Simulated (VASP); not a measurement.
# Ca (P6_3/mmc) in VASP: a series of runs

Runs on Ca. Level: PBEsol. Tasks: single point, relaxation of cell and atoms.

All numbers are computed with VASP 6.6.1; they aren't measurements. Logs are shortened: lines on timing, memory, paths and dates and some standing lists are left out, and cuts for length are marked.

## Step 1: The cell of the first run

The structure is hexagonal, space group P6_3/mmc (No. 194). Conventional cell: a = 3.697 Å, b = 3.697 Å, c = 12.115 Å, α = 90.00°, β = 90.00°, γ = 120.00°. Ca (site symmetry -3m) has 12 Ca at 3.70 to 3.71 Å within 4.9 Å. Within 4.9 Å of Ca (site symmetry -6m2) lie 12 Ca at 3.70 to 3.71 Å.

## Step 2: Single point, PBEsol

INCAR reads:

```
ALGO = Normal
EDIFF = 1E-6
ENCUT = 520
GGA = PS
ISIF = 2
ISMEAR = -1
LASPH = T
LCHARG = F
LREAL = F
LWAVE = F
NBANDS = 28
NELM = 60
PREC = Accurate
SIGMA = 0.1
```

KPOINTS reads:

```
k-points
0
Gamma
  8 8 5
```

POSCAR reads:

```
Ca
1.0
    3.6970787837      0.0000000000      0.0000000000
   -1.8485393919      3.2017641465      0.0000000000
    0.0000000000      0.0000000000     12.1146089206
Ca
4
Direct
    0.0000000000      0.0000000000      0.0000000000
    0.0000000000      0.0000000000      0.5000000000
    0.3333333333      0.6666666667      0.2500000000
    0.6666666667      0.3333333333      0.7500000000
```

Potentials or basis: VASP PAW PBE potentials, release 64 (Ca_sv).

The run is started by

```
$ cat potpaw_PBE.64/Ca_sv/POTCAR > POTCAR
$ mpirun -np 1 vasp_std > vasp.out
```

OUTCAR:

```text
EDIFF = 1E-6
   ENCUT = 520
   GGA = PS
   ISIF = 2
   ISMEAR = -1
   LASPH = T
   LREAL = F
   NELM = 60
   PREC = Accurate

 ion  position               nearest neighbor table
   1  0.000  0.000  0.000-
   2  0.000  0.000  0.500-
   3  0.333  0.667  0.250-
   4  0.667  0.333  0.750-

  LATTYP: Found a hexagonal cell.
 ALAT       =     3.6970787837
 C/A-ratio  =     3.2768057240

  Lattice vectors:

 A1 = (   3.6970787837,   0.0000000000,   0.0000000000)
 A2 = (  -1.8485393919,   3.2017641465,   0.0000000000)
 A3 = (   0.0000000000,   0.0000000000,  12.1146089206)

Analysis of symmetry for initial positions (statically):
=====================================================================
 Subroutine PRICEL returns:
 Original cell was already a primitive cell.

 Routine SETGRP: Setting up the symmetry group for a
 hexagonal supercell.

 Subroutine GETGRP returns: Found 24 space group operations
 (whereof 12 operations were pure point group operations)
 out of a pool of 24 trial point group operations.

The static configuration has the point symmetry D_3d.
 The point group associated with its full space group is D_6h.

Analysis of symmetry for dynamics (positions and initial velocities):
=====================================================================
 Subroutine PRICEL returns:
 Original cell was already a primitive cell.

 Routine SETGRP: Setting up the symmetry group for a
 hexagonal supercell.

 Subroutine GETGRP returns: Found 24 space group operations
 (whereof 12 operations were pure point group operations)
 out of a pool of 24 trial point group operations.

The dynamic configuration has the point symmetry D_3d.
 The point group associated with its full space group is D_6h.

 Subroutine INISYM returns: Found 24 space group operations
 (whereof 12 operations are pure point group operations),
 and found     1 'primitive' translations

----------------------------------------------------------------------------------------

                                     Primitive cell

  volume of cell :     143.4027

  direct lattice vectors                    reciprocal lattice vectors
     3.697078784  0.000000000  0.000000000     0.270483822  0.156163908  0.000000000
[... 79 lines left out ...]
   NGXF,Y,Z  is equivalent  to a cutoff of  25.18, 25.18, 24.70 a.u.
 SYSTEM =  unknown system
   PREC   = accura    normal or accurate (medium, high low for compatibility)
   ISTART =      0    job   : 0-new  1-cont  2-samecut
   ICHARG =      2    charge: 1-file 2-atom 10-const
   ISPIN  =      1    spin polarized calculation?
   LNONCOLLINEAR =      F non collinear calculations
   LSORBIT =      F    spin-orbit coupling
   LASPH  =      T    aspherical Exc in radial PAW
   ENCUT  =  520.0 eV  38.22 Ry    6.18 a.u.   6.87  6.87 22.53*2*pi/ulx,y,z
   NELM   =     60;   NELMIN=  2; NELMDL= -5     # of ELM steps
   EDIFF  = 0.1E-05   stopping-criterion for ELM
   LREAL  =      F    real-space projection
   EDIFFG = 0.1E-04   stopping-criterion for IOM
   NSW    =      0    number of steps for IOM
   IBRION =     -1    ionic relax: 0-MD 1-quasi-New 2-CG
   NFREE  =      0    steps in history (QN), initial steepest desc. (CG)
   ISIF   =      2    stress and relaxation
   ISYM   =      2    0-nonsym 1-usesym 2-fastsym
   POTIM  = 0.5000    time-step for ionic-motion
   TEBEG  =    0.0;   TEEND  =   0.0 temperature during run
   PSTRESS=    0.0 pullay stress
   NELECT =      40.0000    total number of electrons
   NUPDOWN=      -1.0000    fix difference up-down
   EMIN   =  10.00;   EMAX   =-10.00  energy-range for DOS
   EFERMI =   0.00;   METHOD = LEGACY
   ISMEAR =    -1;   SIGMA  =   0.10  broadening in eV -4-tet -1-fermi 0-gaus
   EFERMI_NEDOS =   21; number of points for ismear=-14 and -15
   IALGO  =     38    algorithm
   IMIX   =      4    mixing-type and parameters
     AMIX     =   0.40;   BMIX     =  1.00
     AMIX_MAG =   1.60;   BMIX_MAG =  1.00
  volume/ion in A,a.u.               =      35.85       241.93
  Fermi-wavevector in a.u.,A,eV,Ry     =   1.069652  2.021348 15.567168  1.144155
  Thomas-Fermi vector in A             =   2.205338
   LORBIT       =      0    0 simple, 1 ext, 2 COOP (PROOUT), +10 PAW based schemes
   GGA     = PS    functional components
   LHFCALC =     F    Hartree Fock is set to
   AEXX    =    0.0000 exact exchange contribution
   IVDW    =     0    specifies the selected vdW correction
   LEPSILON=     F    determine dielectric tensor
   LRPA    =     F    only Hartree local field effects (RPA)
 non-spin polarized calculation
  energy-cutoff  :      520.00
  volume of cell :      143.40
 maximum number of plane-waves:      3882
 NGX is ok and might be reduce to    28

 number of electron      39.9999998 magnetization

 Free energy of the ion-electron system (eV)
  ---------------------------------------------------
  ext. energy  EPLUGINS =         0.00000000
  ---------------------------------------------------
  free energy    TOTEN  =        -8.44691944 eV

  energy without entropy =       -8.29323738  energy(sigma->0) =       -8.37007841

 E-fermi :   2.5827     XC(G=0):  -8.3453

 val. band max:        2.5654874796   @ k =   0.0000   0.0000   0.0000
 cond. band min:       2.5963956317   @ k =   0.3750   0.0000   0.0000
 fundamental gap:      0.0309081521
 Fermi energy:         2.5826506336

 k-point     1 :       0.0000    0.0000    0.0000
  band No.  band energies     occupation
      1     -38.8829      2.00000
      2     -38.8698      2.00000
      3     -38.8665      2.00000
      4     -38.8534      2.00000
      5     -20.0925      2.00000
      6     -19.9694      2.00000
[... 733 lines left out ...]
     27       4.5986      0.00000
     28       4.7399      0.00000

 [... further k-points ...]
[... 5 lines left out ...]
  --------------------------------------------------------------------------------------
  -------------------------------------------------------------------------------------
  Total        2.5167598      2.5167598      2.5161904     -0.0000000      0.0000000     -0.0000000
  in kB       28.1186787     28.1186787     28.1123169     -0.0000000      0.0000000     -0.0000000
  external PRESSURE =      28.1165581 kB  Pullay stress =       0.0000000 kB

 VOLUME and BASIS-vectors are now :
 -----------------------------------------------------------------------------
  energy-cutoff  :      520.00
  volume of cell :      143.40
      direct lattice vectors                 reciprocal lattice vectors
     3.697078784  0.000000000  0.000000000     0.270483822  0.156163908  0.000000000
    -1.848539392  3.201764146  0.000000000     0.000000000  0.312327815  0.000000000
     0.000000000  0.000000000 12.114608921     0.000000000  0.000000000  0.082544968

 POSITION                                       TOTAL-FORCE (eV/Angst)
 -----------------------------------------------------------------------------------
      0.00000      0.00000      0.00000        -0.000000      0.000000      0.000000
      0.00000      0.00000      6.05730        -0.000000      0.000000      0.000000
     -0.00000      2.13451      3.02865         0.000000     -0.000000     -0.000000
      1.84854      1.06725      9.08596        -0.000000      0.000000     -0.000000
 -----------------------------------------------------------------------------------
    total drift:                                0.000000     -0.000000      0.000000

  FREE ENERGIE OF THE ION-ELECTRON SYSTEM (eV)
  ---------------------------------------------------
  free  energy   TOTEN  =        -8.4469194409 eV

  energy  without entropy=       -8.2932373755  energy(sigma->0) =       -8.37007841
```

Run time: 1.9 min. Hardware: 1 thread of Oxide Virtual Turin-like, shared host; peak memory 0.26 GiB.

Results:

- Free energy: -8.4469 eV
- Pressure: 2.8 GPa
- Band gap on the k mesh: zero (band 20 reaches 2.75 eV, above the bottom of band 21 at 2.55 eV)

Caveat: the PAW data sets were made with another functional, which shifts forces and pressure a little.

## Step 3: Relaxation of cell and atoms, PBEsol, target pressure 2.8 GPa, at which the enthalpy is minimised

This run uses another cell than the first one: it holds 2 atoms, not 4.

INCAR reads:

```
SYSTEM = Ca
ALGO = Normal
EDIFF = 1E-6
EDIFFG = -0.005
ENCUT = 600
GGA = PS
IBRION = 2
ISIF = 3
ISMEAR = -1
LASPH = .True.
LCHARG = .False.
LREAL = .False.
LWAVE = .False.
NELM = 80
NSW = 60
PREC = Accurate
PSTRESS = 28.0
SIGMA = 0.1
```

KPOINTS reads:

```
k-points
0
Gamma
  12 12 7
  0 0 0
```

POSCAR reads:

```
Ca
1.0
    3.7068787572      0.0000000000      0.0000000000
   -1.8534393786      3.2102511725      0.0000000000
    0.0000000000      0.0000000000      6.0051435866
Ca
2
Direct
    0.3333333333      0.6666666667      0.2500000000
    0.6666666667      0.3333333333      0.7500000000
```

Potentials or basis: VASP PAW PBE potentials, release 64 (Ca_sv).

The run is started by

```
$ cat potpaw_PBE.64/Ca_sv/POTCAR > POTCAR
$ mpirun -np 1 vasp_std > vasp.out
```

Wall time 7.2 min (1 thread of Oxide Virtual Turin-like, shared host); peak memory 0.22 GiB.

Results (log left out):

| Quantity | Value |
| --- | --- |
| Free energy | -4.2214 eV |
| Relaxed volume | 35.97 Å³/atom |
| Relaxed cell | a = 3.691 Å, b = 3.691 Å, c = 6.098 Å, α = 90.00°, β = 90.00°, γ = 120.00° |
| Space group after relaxing (to 0.05 Å) | P6_3/mmc (No. 194) |
| Energy change on relaxing (the enthalpy is what falls) | -5.5 meV/atom |
| Ionic steps | 6 |
| Pressure after relaxing | 2.8 GPa |
| Band gap on the k mesh | zero (band 10 reaches 2.78 eV, above the bottom of band 11 at 2.41 eV) |

The path:
```tsv
step	energy change (eV)	largest force (eV/Å)	pressure (GPa)	volume (Å³)
1	0.0000	0.0000	3.00	71.46
2	-0.0096	0.0000	2.83	71.91
3	-0.0183	0.0000	2.65	72.38
4	-0.0173	0.0000	2.67	72.32
5	-0.0124	0.0000	2.77	72.03
6	-0.0110	0.0000	2.80	71.95
```

Final structure:
```xyz
2
Lattice="3.6911 0.0000 0.0000 -1.8456 3.1966 0.0000 0.0000 0.0000 6.0977" Properties=species:S:1:pos:R:3 pbc="T T T"
Ca    0.0000    2.1311    1.5244
Ca    1.8456    1.0655    4.5733
```

Levels at points of the mesh, in eV from the Fermi level:
```
           k point  band 7  band 8  band 9  band 10  band 11  band 12  band 13  band 14
(0.00, 0.00, 0.00)  -22.45  -22.44   -4.34    -1.15    -0.08     2.43     2.50     2.50
(0.50, 0.00, 0.00)  -22.50  -22.49   -1.13    -0.64     0.08     0.31     1.52     2.14
```

Caveat: the cell is relaxed towards a set pressure, so the enthalpy falls and the energy may rise; the PAW data sets were made with another functional, which shifts forces and pressure a little.

## Step 4: Relaxation of cell and atoms, PBEsol, target pressure 2.8 GPa, at which the enthalpy is minimised

This run uses another cell than the first one: it holds 2 atoms, not 4.

INCAR reads:

```
PREC = Accurate
ENCUT = 600
EDIFF = 1E-6
ISMEAR = -1
SIGMA = 0.1
LREAL = F
LASPH = T
NELM = 60
ALGO = Normal
ISIF = 3
LWAVE = F
LCHARG = F
GGA = PS
IBRION = 2
NSW = 32
EDIFFG = -0.005
PSTRESS = 28.0
```

KPOINTS reads:

```
regular mesh
0
Gamma
  12 12 7
```

POSCAR reads:

```
Ca
1.0
    3.6896823524      0.0000000000      0.0000000000
   -1.8448411762      3.1953586490      0.0000000000
    0.0000000000      0.0000000000      6.0932345036
Ca
2
Direct
    0.3333333333      0.6666666667      0.2500000000
    0.6666666667      0.3333333333      0.7500000000
```

The run is started by

```
$ cat potpaw_PBE.64/Ca_sv/POTCAR > POTCAR
$ mpirun -np 1 vasp_std > vasp.out
```

Wall time 2.8 min (1 thread of Oxide Virtual Turin-like, shared host); peak memory 0.22 GiB.

Results (log left out):

```yaml
Free_energy: -4.2211 eV
Relaxed_volume: 35.96 Å³/atom
Relaxed_cell: a = 3.691 Å, b = 3.691 Å, c = 6.096 Å, α = 90.00°, β = 90.00°, γ = 120.00°
Space_group_after_relaxing_to_0.05_Å: P6_3/mmc (No. 194)
Energy_change_on_relaxing_the_enthalpy_is_what_falls: -0.8 meV/atom
Ionic_steps: 2
Pressure_after_relaxing: 2.8 GPa
Band_gap_on_the_k_mesh: zero (band 10 reaches 2.79 eV, above the bottom of band 11 at 2.41 eV)
```

Step by step:
| step | energy change (eV) | largest force (eV/Å) | pressure (GPa) | volume (Å³) |
| --- | --- | --- | --- | --- |
| 1 | 0.0000 | 0.0000 | 2.84 | 71.84 |
| 2 | -0.0015 | 0.0000 | 2.81 | 71.92 |

Final structure:
```yaml
crystal:
  lattice:
    - [3.69120, 0.00000, 0.00000]
    - [-1.84560, 3.19667, 0.00000]
    - [0.00000, 0.00000, 6.09556]
  atoms:
    - { symbol: Ca, position: [0.33333, 0.66667, 0.25000] }
    - { symbol: Ca, position: [0.66667, 0.33333, 0.75000] }
```

Levels at points of the mesh, in eV from the Fermi level:
```tsv
k point	band 6	band 7	band 8	band 9	band 10	band 11	band 12	band 13	band 14
(0.00, 0.00, 0.00)	-22.45	-22.45	-22.44	-4.35	-1.15	-0.08	2.44	2.50	2.50
(0.50, 0.00, 0.00)	-22.54	-22.49	-22.48	-1.13	-0.64	0.08	0.31	1.53	2.14
```

Caveat: the cell is relaxed towards a set pressure, so the enthalpy falls and the energy may rise; the PAW data sets were made with another functional, which shifts forces and pressure a little.

## Step 5: Summary

```csv
task,cell,k mesh,cutoff (eV),gap on the mesh (eV),pressure (GPa)
single point,"a = 3.697, b = 3.697, c = 12.115 Å, angles 90.0, 90.0, 120.0°, 4 atoms",8 × 8 × 5,520,none,2.8
relaxation of cell and atoms,"relaxed to 2.8 GPa from a = 3.707, b = 3.707, c = 6.005 Å, angles 90.0, 90.0, 120.0°, 2 atoms",12 × 12 × 7,600,none,2.8
relaxation of cell and atoms,"relaxed to 2.8 GPa from a = 3.690, b = 3.690, c = 6.093 Å, angles 90.0, 90.0, 120.0°, 2 atoms",12 × 12 × 7,600,none,2.8
```

Alike in all rows: level PBEsol; potentials or basis VASP PAW PBE potentials, release 64 (Ca_sv); no spin polarisation; smearing fermi-dirac 0.1 eV.

Caveats: the PAW data sets were made with another functional, which shifts forces and pressure a little; the cell is relaxed towards a set pressure, so the enthalpy falls and the energy may rise (some runs).

Absolute energies hang on the potentials; compare differences alone.
